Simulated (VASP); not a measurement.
Runs of VASP 6.6.1 on Si. The structure is that of space group P6_3/mmc (No. 194), or close to it. The cells are those of the table. This isn't the form of Si at room conditions, which is diamond.

```csv
cell,gap on the mesh (eV),pressure (GPa)
"a = 2.899, b = 2.899, c = 4.506 Å, angles 90.0, 90.0, 120.0°, 2 atoms",none,-12.2
"a = 2.399, b = 2.399, c = 4.506 Å, angles 90.0, 90.0, 120.0°, 2 atoms",none,(b)
"a = 2.799, b = 2.799, c = 4.506 Å, angles 90.0, 90.0, 120.0°, 2 atoms",none,(a)
"a = 2.932, b = 2.932, c = 4.506 Å, angles 90.0, 90.0, 120.0°, 2 atoms",none,-12.9
"a = 2.466, b = 2.466, c = 4.506 Å, angles 90.0, 90.0, 120.0°, 2 atoms",none,19.1
"a = 2.732, b = 2.732, c = 4.506 Å, angles 90.0, 90.0, 120.0°, 2 atoms",none,-6.1
"a = 2.865, b = 2.865, c = 4.506 Å, angles 90.0, 90.0, 120.0°, 2 atoms",none,-11.3
```

Alike in all rows: task single point; level PBE+D3(BJ); potentials or basis VASP PAW PBE potentials, release 64 (Si); no spin polarisation; k mesh 21 × 21 × 10; cutoff (eV) 520; smearing gaussian 0.15 eV.

Question: Estimate the missing entries.

Answer: (a) -9.1; (b) 31.7.

Caveats: the cell stands under tension (at least some runs); the cell stands under pressure (at least some runs).

A gap of «none» marks levels without a gap at the run's occupations.
